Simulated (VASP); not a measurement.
Set up this calculation in VASP 6.6.1, as the native input.

| Item | Value |
| --- | --- |
| Task | single point |
| Functional | PBEsol |
| Potentials or basis | VASP PAW PBE potentials, release 64 (W_sv, C) |
| Cutoff | 520 eV |
| k mesh | 18 × 18 × 18 |
| Occupations | gaussian, width 0.15 eV |
| Spin | no spin polarisation |
| Dipole correction | no |
| Further INCAR settings | ALGO = Normal; EDIFF = 1e-06; NBANDS = 16 |

The structure of WC lies in POSCAR:

```
WC
1.0
    0.0000000000      2.0172692800      2.0172692800
    2.0172692800      0.0000000000      2.0172692800
    2.0172692800      2.0172692800      0.0000000000
W C
1 1
Direct
    0.0000000000      0.0000000000      0.0000000000
    0.5000000000      0.5000000000      0.5000000000
```

This cell differs from its parent crystal: strain -0.080 along x and y, -0.080 along z.

The input as run:

INCAR

```
SYSTEM = WC
ALGO = Normal
EDIFF = 1E-6
ENCUT = 520
GGA = PS
ISIF = 2
ISMEAR = 0
LASPH = .True.
LCHARG = .False.
LREAL = .False.
LWAVE = .False.
NBANDS = 16
NELM = 60
PREC = Accurate
SIGMA = 0.15
```

KPOINTS

```
k-points
0
Gamma
  18 18 18
  0 0 0
```

Potentials or basis: VASP PAW PBE potentials, release 64 (W_sv, C).

Command:

```console
$ cat potpaw_PBE.64/W_sv/POTCAR potpaw_PBE.64/C/POTCAR > POTCAR
$ mpirun -np 1 vasp_std > vasp.out
```

Results of the run:

```
Pressure               : 142.3 GPa
Band gap on the k mesh : zero (band 9 reaches 18.08 eV, above the bottom of band 10 at 13.48 eV)
```

Caveat: the cell differs from its parent crystal (strain -0.080 along x and y, -0.080 along z); the PAW data sets were made with another functional, which shifts forces and pressure a little; spin-orbit coupling is left out, which moves the levels of the heavy elements.

It took 24 s on 1 thread of Intel Xeon 6975P-C (shared host), peak memory 0.18 GiB.
